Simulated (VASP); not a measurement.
# TiAl (Pm-3m) in VASP: a series of runs, part 2 of 2

VASP 6.6.1.

### 4 Relaxation of cell and atoms, BLYP+D3(BJ)

Contents of INCAR:

```
PREC = Accurate
ENCUT = 600
EDIFF = 1E-6
ISMEAR = -1
SIGMA = 0.05
LREAL = F
LASPH = T
NELM = 100
ALGO = Normal
ISIF = 3
LWAVE = F
LCHARG = F
GGA = B5
ALDAX = 1.0
AGGAX = 1.0
AGGAC = 1.0
ALDAC = 0.0
IVDW = 12
VDW_S6 = 1.0
VDW_S8 = 2.6996
VDW_A1 = 0.4298
VDW_A2 = 4.2359
IBRION = 2
NSW = 60
EDIFFG = -0.01
```

Contents of KPOINTS:

```
Automatic mesh
0
Gamma
  8 8 8
```

Contents of POSCAR:

```
TiAl
1.0
    3.1790640000      0.0000000000      0.0000000000
    0.0000000000      3.1790640000      0.0000000000
    0.0000000000      0.0000000000      3.1790640000
Ti Al
1 1
Direct
    0.0000000000      0.0000000000      0.0000000000
    0.5000000000      0.5000000000      0.5000000000
```

Potentials or basis: VASP PAW PBE potentials, release 64 (Ti_sv, Al).

Command:

```
$ cat potpaw_PBE.64/Ti_sv/POTCAR potpaw_PBE.64/Al/POTCAR > POTCAR
$ mpirun -np 1 vasp_std > vasp.out
```

OUTCAR:

```text
PREC = Accurate
   ENCUT = 600
   EDIFF = 1E-6
   ISMEAR = -1
   LREAL = F
   LASPH = T
   NELM = 100
   ISIF = 3
   GGA = B5
   IVDW = 12
   IBRION = 2
   NSW = 60
   EDIFFG = -0.01
 IVDW          = 12

 ion  position               nearest neighbor table
   1  0.000  0.000  0.000-   2 2.75   2 2.75   2 2.75   2 2.75   2 2.75   2 2.75   2 2.75   2 2.75

   2  0.500  0.500  0.500-   1 2.75   1 2.75   1 2.75   1 2.75   1 2.75   1 2.75   1 2.75   1 2.75

  LATTYP: Found a simple cubic cell.
 ALAT       =     3.1790640000

  Lattice vectors:

 A1 = (   3.1790640000,   0.0000000000,   0.0000000000)
 A2 = (   0.0000000000,   3.1790640000,   0.0000000000)
 A3 = (   0.0000000000,   0.0000000000,   3.1790640000)

Analysis of symmetry for initial positions (statically):
=====================================================================
 Subroutine PRICEL returns:
 Original cell was already a primitive cell.

 Routine SETGRP: Setting up the symmetry group for a
 simple cubic supercell.

 Subroutine GETGRP returns: Found 48 space group operations
 (whereof 48 operations were pure point group operations)
 out of a pool of 48 trial point group operations.

The static configuration has the point symmetry O_h .

Analysis of symmetry for dynamics (positions and initial velocities):
=====================================================================
 Subroutine PRICEL returns:
 Original cell was already a primitive cell.

 Routine SETGRP: Setting up the symmetry group for a
 simple cubic supercell.

 Subroutine GETGRP returns: Found 48 space group operations
 (whereof 48 operations were pure point group operations)
 out of a pool of 48 trial point group operations.

The dynamic configuration has the point symmetry O_h .

 Subroutine INISYM returns: Found 48 space group operations
 (whereof 48 operations are pure point group operations),
 and found     1 'primitive' translations

----------------------------------------------------------------------------------------

                                     Primitive cell

  volume of cell :      32.1290

[... 99 lines left out ...]
   NELECT =      15.0000    total number of electrons
   NUPDOWN=      -1.0000    fix difference up-down
   EMIN   =  10.00;   EMAX   =-10.00  energy-range for DOS
   EFERMI =   0.00;   METHOD = LEGACY
   ISMEAR =    -1;   SIGMA  =   0.05  broadening in eV -4-tet -1-fermi 0-gaus
   EFERMI_NEDOS =   21; number of points for ismear=-14 and -15
   IALGO  =     38    algorithm
   IMIX   =      4    mixing-type and parameters
     AMIX     =   0.40;   BMIX     =  1.00
     AMIX_MAG =   1.60;   BMIX_MAG =  1.00
  volume/ion in A,a.u.               =      16.06       108.41
  Fermi-wavevector in a.u.,A,eV,Ry     =   1.270007  2.399964 21.945065  1.612917
  Thomas-Fermi vector in A             =   2.403017
   LORBIT       =      0    0 simple, 1 ext, 2 COOP (PROOUT), +10 PAW based schemes
   GGA     = B5    functional components
   LHFCALC =     F    Hartree Fock is set to
   AEXX    =    0.0000 exact exchange contribution
   IVDW    =    12    specifies the selected vdW correction
   LEPSILON=     F    determine dielectric tensor
   LRPA    =     F    only Hartree local field effects (RPA)
 conjugate gradient relaxation of ions
 non-spin polarized calculation
  energy-cutoff  :      600.00
  volume of cell :       32.13
 maximum number of plane-waves:      1108
 NGX is ok and might be reduce to    28
   NGX = 13   NGY = 13   NGZ = 13

--------------------------------------- Ionic step        1  -------------------------------------------

 number of electron      15.0000003 magnetization

 Free energy of the ion-electron system (eV)
  ---------------------------------------------------
  ext. energy  EPLUGINS =         0.00000000
  ---------------------------------------------------
  free energy    TOTEN  =        -9.96579247 eV

  energy without entropy =       -9.94379602  energy(sigma->0) =       -9.95479424

 E-fermi :   9.2288     XC(G=0): -10.5658

 val. band max:        9.1787509689   @ k =   0.3750   0.1250   0.1250
 cond. band min:       9.2673939793   @ k =   0.3750   0.3750   0.2500
 fundamental gap:      0.0886430104
 Fermi energy:         9.2288187284

 k-point     1 :       0.0000    0.0000    0.0000
  band No.  band energies     occupation
      1     -47.4443      2.00000
      2     -23.8122      2.00000
      3     -23.8122      2.00000
      4     -23.8122      2.00000
      5       0.0374      2.00000
      6       7.7881      2.00000
      7       7.7881      2.00000
      8      10.9832      0.00000
      9      10.9832      0.00000
     10      10.9832      0.00000
     11      13.6735      0.00000
[... 401 lines left out ...]
--------------------------------------- Ionic step        3  -------------------------------------------

 number of electron      14.9999995 magnetization

 Free energy of the ion-electron system (eV)
  ---------------------------------------------------
  ext. energy  EPLUGINS =         0.00000000
  ---------------------------------------------------
  free energy    TOTEN  =        -9.84200726 eV

  energy without entropy =       -9.82273226  energy(sigma->0) =       -9.83236976

 E-fermi :  10.0450     XC(G=0): -10.8849

 val. band max:        9.9777512015   @ k =   0.3750   0.1250   0.1250
 cond. band min:      10.1028475270   @ k =   0.5000   0.3750   0.2500
 fundamental gap:      0.1250963255
 Fermi energy:        10.0450434140

 k-point     1 :       0.0000    0.0000    0.0000
  band No.  band energies     occupation
      1     -46.4900      2.00000
      2     -22.8496      2.00000
      3     -22.8496      2.00000
      4     -22.8496      2.00000
      5       0.5295      2.00000
      6       8.4196      2.00000
      7       8.4196      2.00000
      8      11.9688      0.00000
      9      11.9688      0.00000
     10      11.9688      0.00000
     11      14.8728      0.00000
[... 355 lines left out ...]
  FREE ENERGIE OF THE ION-ELECTRON SYSTEM (eV)
  ---------------------------------------------------
  free  energy   TOTEN  =       -12.3007256518 eV

  energy  without entropy=      -12.2814506552  energy(sigma->0) =      -12.29108815

 reached required accuracy - stopping structural energy minimisation
```

Run time: 33 s. Hardware: 1 thread of Intel Xeon 6975P-C (Granite Rapids), shared host; peak memory 0.18 GiB.

What came out:

| Item | Value |
| --- | --- |
| Free energy | -12.3007 eV |
| Relaxed volume | 14.92 Å³/atom |
| Relaxed cell | a = 3.101 Å, b = 3.101 Å, c = 3.101 Å, α = 90.00°, β = 90.00°, γ = 90.00° |
| Space group after relaxing (to 0.05 Å) | Pm-3m (No. 221) |
| Energy gained by relaxing | 30.4 meV/atom |
| Ionic steps | 3 |
| Pressure after relaxing | 0.0 GPa |
| Dispersion energy per atom | -1.229 eV |

The path:
```
step  energy change (eV)  largest force (eV/Å)  pressure (GPa)  volume (Å³)
   1              0.0000                0.0000           -7.95        32.13
   2             -0.0385                0.0000            5.85        28.56
   3             -0.0609                0.0000            0.01        29.83
```

Final structure:
```xyz
2
Lattice="3.1014 0.0000 0.0000 0.0000 3.1014 0.0000 0.0000 0.0000 3.1014" Properties=species:S:1:pos:R:3 pbc="T T T"
Ti    0.0000    0.0000    0.0000
Al    1.5507    1.5507    1.5507
```

Caveat: the PAW data sets were made with another functional, which shifts forces and pressure a little; pairwise dispersion overbinds metals, which lowers pressure and volume.

### 5 Relaxation of cell and atoms, BLYP+D4

Contents of INCAR:

```
SYSTEM = TiAl
PREC = Accurate ; ENCUT = 600
EDIFF = 1E-7 ; ISMEAR = -1
SIGMA = 0.05 ; LREAL = .FALSE.
LASPH = .TRUE. ; NELM = 100
ALGO = Normal ; ISIF = 3
LWAVE = .FALSE. ; LCHARG = .FALSE.
GGA = B5 ; ALDAX = 1.0
AGGAX = 1.0 ; AGGAC = 1.0
ALDAC = 0.0 ; IVDW = 13
IBRION = 2 ; NSW = 60
EDIFFG = -0.01 ; VDW_S6 = 1.0
VDW_S8 = 2.34076671 ; VDW_A1 = 0.44488865
VDW_A2 = 4.0933009
```

Contents of KPOINTS:

```
Automatic mesh
0
G
  8 8 8
  0 0 0
```

POSCAR is that of step 4.

Potentials or basis: VASP PAW PBE potentials, release 64 (Ti_sv, Al).

Command:

```
$ cat potpaw_PBE.64/Ti_sv/POTCAR potpaw_PBE.64/Al/POTCAR > POTCAR
$ mpirun -np 1 vasp_std > vasp.out
```

OUTCAR:

```text
SYSTEM = TiAl
   PREC = Accurate
   ENCUT = 600
   EDIFF = 1E-7
   ISMEAR = -1
   LREAL = .FALSE.
   LASPH = .TRUE.
   NELM = 100
   ISIF = 3
   GGA = B5
   IVDW = 13
   IBRION = 2
   NSW = 60
   EDIFFG = -0.01

 ion  position               nearest neighbor table
   1  0.000  0.000  0.000-   2 2.75   2 2.75   2 2.75   2 2.75   2 2.75   2 2.75   2 2.75   2 2.75

   2  0.500  0.500  0.500-   1 2.75   1 2.75   1 2.75   1 2.75   1 2.75   1 2.75   1 2.75   1 2.75

  LATTYP: Found a simple cubic cell.
 ALAT       =     3.1790640000

  Lattice vectors:

 A1 = (   3.1790640000,   0.0000000000,   0.0000000000)
 A2 = (   0.0000000000,   3.1790640000,   0.0000000000)
 A3 = (   0.0000000000,   0.0000000000,   3.1790640000)

Analysis of symmetry for initial positions (statically):
=====================================================================
 Subroutine PRICEL returns:
 Original cell was already a primitive cell.

 Routine SETGRP: Setting up the symmetry group for a
 simple cubic supercell.

 Subroutine GETGRP returns: Found 48 space group operations
 (whereof 48 operations were pure point group operations)
 out of a pool of 48 trial point group operations.

The static configuration has the point symmetry O_h .

Analysis of symmetry for dynamics (positions and initial velocities):
=====================================================================
 Subroutine PRICEL returns:
 Original cell was already a primitive cell.

[... 154 lines left out ...]
  free energy    TOTEN  =        -9.96579247 eV

  energy without entropy =       -9.94379601  energy(sigma->0) =       -9.95479424

------------------------ aborting loop because EDIFF is reached ----------------------------------------

  DFT-D4 for vdW energy calculation

  Edisp (eV):   -1.08355
[... 71 lines left out ...]
--------------------------------------- Ionic step        3  -------------------------------------------

 number of electron      15.0000003 magnetization

 Free energy of the ion-electron system (eV)
  ---------------------------------------------------
  ext. energy  EPLUGINS =         0.00000000
  ---------------------------------------------------
  free energy    TOTEN  =        -9.95086033 eV

  energy without entropy =       -9.92943231  energy(sigma->0) =       -9.94014632

 E-fermi :   9.3949     XC(G=0): -10.6316

 val. band max:        9.3416575005   @ k =   0.3750   0.1250   0.1250
 cond. band min:       9.4373298999   @ k =   0.3750   0.3750   0.2500
 fundamental gap:      0.0956723994
 Fermi energy:         9.3949076847

 k-point     1 :       0.0000    0.0000    0.0000
  band No.  band energies     occupation
      1     -47.2497      2.00000
      2     -23.6163      2.00000
      3     -23.6163      2.00000
      4     -23.6163      2.00000
      5       0.1359      2.00000
      6       7.9174      2.00000
      7       7.9174      2.00000
      8      11.1837      0.00000
      9      11.1837      0.00000
     10      11.1837      0.00000
     11      13.9161      0.00000
[... 309 lines left out ...]
 k-point    24 :       0.5000    0.3750    0.1250
  band No.  band energies     occupation
      1     -47.2178      2.00000
      2     -23.7720      2.00000
      3     -23.7436      2.00000
      4     -23.6112      2.00000
      5       4.3042      2.00000
      6       6.4620      2.00000
      7       7.4760      2.00000
      8       8.8352      1.99997
      9      10.3176      0.00000
     10      10.3214      0.00000
     11      12.1876      0.00000

 [... further k-points ...]

------------------------ aborting loop because EDIFF is reached ----------------------------------------

  DFT-D4 for vdW energy calculation

  Edisp (eV):   -1.10108
[... 25 lines left out ...]
  FREE ENERGIE OF THE ION-ELECTRON SYSTEM (eV)
  ---------------------------------------------------
  free  energy   TOTEN  =       -11.0519426490 eV

  energy  without entropy=      -11.0305146279  energy(sigma->0) =      -11.04122864

 reached required accuracy - stopping structural energy minimisation
```

CONTCAR:

```text
TiAl
   1.00000000000000
     3.1627486113850178   -0.0000000000000000   -0.0000000000000000
     0.0000000000000000    3.1627486113850178   -0.0000000000000000
     0.0000000000000000   -0.0000000000000000    3.1627486113850178
  Ti              Al
     1     1
Direct
     0.0000000000000000    0.0000000000000000    0.0000000000000000
     0.5000000000000000    0.5000000000000000    0.5000000000000000

  0.00000000E+00  0.00000000E+00  0.00000000E+00
  0.00000000E+00  0.00000000E+00  0.00000000E+00
```

It took 35 s on 1 thread of Intel Xeon 6975P-C (Granite Rapids), shared host; peak memory 0.16 GiB.

Results:

- Free energy: -11.0519 eV
- Relaxed volume: 15.82 Å³/atom
- Relaxed cell: a = 3.163 Å, b = 3.163 Å, c = 3.163 Å, α = 90.00°, β = 90.00°, γ = 90.00°
- Space group after relaxing (to 0.05 Å): Pm-3m (No. 221)
- Energy gained by relaxing: 1.3 meV/atom
- Ionic steps: 3
- Pressure after relaxing: 0.0 GPa
- Dispersion energy per atom: -0.551 eV

Step by step:
```tsv
step	energy change (eV)	largest force (eV/Å)	pressure (GPa)	volume (Å³)
1	0.0000	0.0000	-1.67	32.13
2	-0.0017	0.0000	0.99	31.36
3	-0.0026	0.0000	-0.02	31.64
```

Final structure:
```cif
data_structure
_symmetry_space_group_name_H-M 'P 1'
_symmetry_Int_Tables_number 1
_cell_length_a 3.1627
_cell_length_b 3.1627
_cell_length_c 3.1627
_cell_angle_alpha 90.000
_cell_angle_beta 90.000
_cell_angle_gamma 90.000
_cell_volume 31.64
loop_
_atom_site_label
_atom_site_type_symbol
_atom_site_fract_x
_atom_site_fract_y
_atom_site_fract_z
_atom_site_occupancy
Ti1 Ti 0.00000 0.00000 0.00000 1
Al1 Al 0.50000 0.50000 0.50000 1
```

Caveat: the PAW data sets were made with another functional, which shifts forces and pressure a little; pairwise dispersion overbinds metals, which lowers pressure and volume.

### 6 Single point, LDA

Contents of INCAR:

```
SYSTEM = TiAl
PREC     = Accurate       ! precision mode
ENCUT    = 520            ! plane-wave cutoff, eV
EDIFF    = 1E-6           ! SCF threshold, eV
ISMEAR   = 0              ! smearing method
SIGMA    = 0.1            ! smearing width, eV
LREAL    = .False.        ! projectors in reciprocal space
LASPH    = .True.         ! aspherical terms in the spheres
NELM     = 80             ! most SCF steps
ALGO     = Normal         ! electronic algorithm
ISIF     = 2              ! what is computed and relaxed
LWAVE    = .False.        ! write WAVECAR
LCHARG   = .False.        ! write CHGCAR
GGA      = CA             ! functional
NBANDS   = 14             ! bands
```

Contents of KPOINTS:

```
regular mesh
0
Gamma
  8 8 8
  0 0 0
```

POSCAR is that of step 5.

Potentials or basis: VASP PAW LDA potentials, release 64 (Ti_sv, Al).

Command:

```
$ cat potpaw_LDA.64/Ti_sv/POTCAR potpaw_LDA.64/Al/POTCAR > POTCAR
$ mpirun -np 1 vasp_std > vasp.out
```

Wall time 4.9 s (1 thread of Intel Xeon 6975P-C (Granite Rapids), shared host); peak memory 0.13 GiB.

It converged, with:

```yaml
Free_energy: -13.2699 eV
Pressure: -5.7 GPa
```

Levels at points of the mesh, in eV from the Fermi level:
```
           k point  band 5  band 6  band 7  band 8  band 9  band 10
(0.00, 0.00, 0.00)   -9.20   -1.41   -1.41    1.75    1.75     1.75
(0.50, 0.00, 0.00)   -5.97   -5.12   -0.54    0.11    0.11     1.95
(0.50, 0.50, 0.00)   -5.01   -2.02   -2.02   -1.44    0.67     0.67
(0.50, 0.50, 0.50)   -3.08   -3.08   -3.08    0.56    2.80     2.80
```

### 7 Overview

| task | level | potentials or basis | cell | cutoff (eV) | smearing | gap on the mesh (eV) | pressure (GPa) | relaxed volume (Å³/atom) |
| --- | --- | --- | --- | --- | --- | --- | --- | --- |
| single point | PBE | VASP PAW PBE potentials, release 64 (Ti_sv, Al) | as given | 520 | gaussian 0.027 eV | none | 0.7 | - |
| single point | PBE | VASP PAW PBE potentials, release 64 (Ti_sv, Al) | as given | 520 | gaussian 0.028 eV | none | 0.7 | - |
| relaxation of cell and atoms | BLYP+D3(BJ) | VASP PAW PBE potentials, release 64 (Ti_sv, Al) | relaxed | 600 | fermi-dirac 0.05 eV | none | 0.0 | 14.92 |
| relaxation of cell and atoms | BLYP+D4 | VASP PAW PBE potentials, release 64 (Ti_sv, Al) | relaxed | 600 | fermi-dirac 0.05 eV | none | 0.0 | 15.82 |
| single point | LDA | VASP PAW LDA potentials, release 64 (Ti_sv, Al) | as given | 520 | gaussian 0.1 eV | none | -5.7 | - |

Alike in all rows: no spin polarisation; k mesh 8 × 8 × 8.

Caveats: the PAW data sets were made with another functional, which shifts forces and pressure a little (some runs); pairwise dispersion overbinds metals, which lowers pressure and volume (some runs).

Absolute energies hang on the potentials; compare differences alone.
